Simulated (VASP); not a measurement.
A run of VASP 6.6.1 is set up as follows.

File INCAR:

```
SYSTEM = MgO
ALGO = Normal ; EDIFF = 1E-7
EDIFFG = -0.002 ; ENCUT = 600
GGA = PE ; IBRION = 2
ISIF = 3 ; ISMEAR = 0
LASPH = .TRUE. ; LCHARG = .FALSE.
LREAL = .FALSE. ; LWAVE = .FALSE.
NELM = 100 ; NSW = 100
PREC = Accurate ; SIGMA = 0.02
```

File KPOINTS:

```
k-points
0
G
  10 10 10
  0 0 0
```

Contents of POSCAR:

```
MgO
1.0
    0.0000000000      2.1245000000      2.1245000000
    2.1245000000      0.0000000000      2.1245000000
    2.1245000000      2.1245000000      0.0000000000
Mg O
1 1
Direct
    0.0000000000      0.0000000000      0.0000000000
    0.5000000000      0.5000000000      0.5000000000
```

Potentials or basis: VASP PAW PBE potentials, release 64 (Mg, O).

Launch:

```sh
$ cat potpaw_PBE.64/Mg/POTCAR potpaw_PBE.64/O/POTCAR > POTCAR
$ mpirun -np 1 vasp_std > vasp.out
```

(1) Predict the space group after relaxing (to 0.05 Å).

(2) What does it give for the relaxed cell?

(3) What does it give for the relaxed volume?

(4) Estimate the band gap on the k mesh.

Answers

(1) Fm-3m (No. 225).

(2) a = 3.001 Å, b = 3.001 Å, c = 3.001 Å, α = 60.00°, β = 60.00°, γ = 60.00°.

(3) 9.56 Å³/atom.

(4) 4.51 eV, direct.
